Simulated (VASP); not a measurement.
Runs of VASP 6.6.1 on PbS. The structure is that of space group Immm (No. 71), or close to it. The cells are those of the table. 

```tsv
cell	gap on the mesh (eV)	pressure (GPa)
a = 4.468, b = 4.198, c = 4.198 Å, angles 55.6, 57.8, 57.8°, 2 atoms	none	1.2
a = 4.429, b = 4.196, c = 4.196 Å, angles 56.3, 58.1, 58.1°, 2 atoms	none	1.2
a = 3.879, b = 4.199, c = 4.199 Å, angles 64.9, 62.5, 62.5°, 2 atoms	none	1.2
a = 4.036, b = 4.195, c = 4.195 Å, angles 62.5, 61.2, 61.2°, 2 atoms	0.21	1.3
a = 4.390, b = 4.195, c = 4.195 Å, angles 56.9, 58.5, 58.5°, 2 atoms	(a)	1.3
```

Alike in all rows: task single point; level r2SCAN; potentials or basis VASP PAW PBE potentials, release 64 (Pb_d, S); no spin polarisation; k mesh 8 × 8 × 8; cutoff (eV) 520; smearing gaussian 0.05 eV.

Problem. Fill in the values left out.

Solution. (a) 0.10.

Caveats: the PAW data sets were made with another functional, which shifts forces and pressure a little; spin-orbit coupling is left out, which moves the levels of the heavy elements; semilocal functionals underestimate gaps, and a narrow one can read as zero (at least some runs).

A k mesh can miss the band edges, and the runs leave out spin-orbit coupling on Pb.

A gap of «none» marks levels without a gap at the run's occupations.
